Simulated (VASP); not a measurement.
Runs of VASP 6.6.1 on Pt. The structure is that of space group Fm-3m (No. 225), or close to it. The cells are those of the table. 

```tsv
cell	further INCAR settings	gap on the mesh (eV)	pressure (GPa)
a = 2.807, b = 2.836, c = 2.836 Å, angles 59.3, 60.3, 60.3°, 1 atom	ALGO = Fast; EDIFF = 1e-06; NBANDS = 11	none	(a)
a = 2.807, b = 2.786, c = 2.786 Å, angles 60.5, 59.8, 59.8°, 1 atom	ALGO = Fast; EDIFF = 1e-07; NBANDS = 11	none	3.5
a = 2.807, b = 2.828, c = 2.828 Å, angles 59.5, 60.2, 60.2°, 1 atom	ALGO = Fast; EDIFF = 1e-07; NBANDS = 11	none	-3.9
a = 2.807, b = 2.793, c = 2.793 Å, angles 60.3, 59.8, 59.8°, 1 atom	ALGO = Fast; EDIFF = 1e-06; NBANDS = 11	none	2.1
a = 2.807, b = 2.814, c = 2.814 Å, angles 59.8, 60.1, 60.1°, 1 atom	ALGO = Fast; EDIFF = 1e-06; NBANDS = 11	none	-1.6
a = 2.807, b = 2.779, c = 2.779 Å, angles 60.7, 59.7, 59.7°, 1 atom	ALGO = Fast; EDIFF = 1e-07; NBANDS = 11	none	(b)
```

Alike in all rows: task single point; level PBE; potentials or basis VASP PAW PBE potentials, release 64 (Pt); no spin polarisation; k mesh 26 × 26 × 26; cutoff (eV) 520; smearing gaussian 0.15 eV.

Problem. Fill in the values left out.

Solution. (a) -5.0; (b) 4.9.

Caveats: spin-orbit coupling is left out, which moves the levels of the heavy elements.

A k mesh can miss the band edges, and the runs leave out spin-orbit coupling on Pt.

A gap of «none» marks levels without a gap at the run's occupations.
